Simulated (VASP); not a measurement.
A run of VASP 6.6.1:

File POSCAR:

```
CuRuF3
1.0
    3.5343946800      0.0000000000      0.0000000000
    0.0000000000      3.5343946800      0.0000000000
    0.0000000000      0.0000000000      3.5343946800
Cu Ru F
1 1 3
Direct
    0.5000000000      0.5000000000      0.5000000000
    0.0000000000      0.0000000000      0.0000000000
    0.5000000000      0.0000000000      0.0000000000
    0.0000000000      0.5000000000      0.0000000000
    0.0000000000      0.0000000000      0.5000000000
```

Contents of INCAR.step1:

```
SYSTEM = CuRuF3
PREC = Accurate
ENCUT = 520
ISMEAR = 0
SIGMA = 0.015
LREAL = .False.
LASPH = .True.
NELM = 150
LMAXMIX = 4
LDAU = .True.
LDAUTYPE = 2
LDAUL = 2 -1 -1
LDAUU = 1 0 0
LDAUJ = 0 0 0
NBANDS = 31
GGA = PE
ALGO = Normal
EDIFF = 1E-4
LWAVE = .True.
LCHARG = .False.
```

INCAR.step2

```
SYSTEM = CuRuF3
PREC = Accurate
ENCUT = 520
EDIFF = 1E-7
ISMEAR = 0
SIGMA = 0.015
LREAL = .False.
LASPH = .True.
NELM = 150
ALGO = Normal
ISIF = 2
LWAVE = .False.
LCHARG = .True.
LMAXMIX = 4
LDAU = .True.
LDAUTYPE = 2
LDAUL = 2 -1 -1
LDAUU = 1 0 0
LDAUJ = 0 0 0
LDAUPRINT = 1
METAGGA = R2SCAN
LMIXTAU = .True.
LELF = .True.
LVHAR = .True.
NBANDS = 31
ISTART = 1
```

KPOINTS

```
regular mesh
0
Gamma
  5 5 5
  0 0 0
```

Potentials or basis: VASP PAW PBE potentials, release 64 (Cu, Ru_pv, F).

Run with:

```sh
$ cat potpaw_PBE.64/Cu/POTCAR potpaw_PBE.64/Ru_pv/POTCAR potpaw_PBE.64/F/POTCAR > POTCAR
$ cp INCAR.step1 INCAR
$ mpirun -np 1 vasp_std > vasp.out
$ cp INCAR.step2 INCAR
$ mpirun -np 1 vasp_std > vasp.out
```

Hardware: 1 thread of Intel(R) Xeon(R) Platinum 8375C CPU @ 2.90GHz (Ice Lake), on a shared host.

Question: How long does it take, and how much memory?

Answer: Run time: 46 s on 1 thread of Intel(R) Xeon(R) Platinum 8375C CPU @ 2.90GHz (Ice Lake) (shared host), peak memory 0.17 GiB. Counts: k points 10.
